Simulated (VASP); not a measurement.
The system is Na.

```
Na
1.0
    -1.79387    1.79387    1.79387
     1.79387   -1.79387    1.79387
     1.79387    1.79387   -1.79387
Na
1
Direct
  0.00000 0.00000 0.00000
```

- Program: VASP 6.6.1
- Task: relaxation of cell and atoms
- Functional: r2SCAN
- Potentials or basis: VASP PAW PBE potentials, release 64 (Na_sv)
- Cutoff: 1250 eV
- k mesh: 8 × 8 × 8
- Occupations: gaussian, width 0.1 eV
- Spin: no spin polarisation

At the start: pressure 9.2 GPa; volume 23.09 Å³/atom.

Question: Where does the relaxation end?

Answer: Over 5 steps the energy falls by 256.7 meV/atom and the volume is 35.94 Å³/atom (+55.7 %); space group Im-3m (No. 229, to 0.1 Å) before and after.

Step by step:
| step | energy change (eV) | largest force (eV/Å) | pressure (GPa) | volume (Å³) |
| --- | --- | --- | --- | --- |
| 1 | 0.0000 | 0.0000 | 9.19 | 23.09 |
| 2 | -0.1812 | 0.0000 | 3.75 | 27.81 |
| 3 | -0.2491 | 0.0000 | 0.87 | 32.92 |
| 4 | -0.2561 | 0.0000 | 0.23 | 35.02 |
| 5 | -0.2567 | 0.0000 | 0.03 | 35.94 |

Final structure:
```
Na
1.0
    -2.07896    2.07896    2.07896
     2.07896   -2.07896    2.07896
     2.07896    2.07896   -2.07896
Na
1
Direct
  0.00000 0.00000 0.00000
```

Caveat: the volume moved by over 15 % at a fixed basis, so the end points are rough; the PAW data sets were made with another functional, which shifts forces and pressure a little.
